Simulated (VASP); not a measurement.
A run of VASP 6.6.1 is set up as follows.

The input INCAR:

```
PREC = Accurate
ENCUT = 520
EDIFF = 1E-6
ISMEAR = 0
SIGMA = 0.1
LREAL = F
LASPH = T
NELM = 150
ALGO = Normal
ISIF = 2
LWAVE = F
LCHARG = F
ISPIN = 2
MAGMOM = 0.65 0.01
LORBIT = 11
NUPDOWN = 0.75
LMAXMIX = 4
GGA = PE
NBANDS = 21
```

KPOINTS

```
regular mesh
0
Gamma
  14 14 14
```

File POSCAR:

```
MoSe
1.0
    0.0000000000      2.6101627283      2.6101627283
    2.6101627283      0.0000000000      2.6101627283
    2.6101627283      2.6101627283      0.0000000000
Mo Se
1 1
Direct
    0.0000000000      0.0000000000      0.0000000000
    0.5000000000      0.5000000000      0.5000000000
```

Potentials or basis: VASP PAW PBE potentials, release 64 (Mo_sv, Se).

Command:

```bash
$ cat potpaw_PBE.64/Mo_sv/POTCAR potpaw_PBE.64/Se/POTCAR > POTCAR
$ mpirun -np 1 vasp_std > vasp.out
```

Task: Predict the pressure.

Result: 1.2 GPa.

Caveat: the total moment is fixed, so each spin has its own Fermi level.
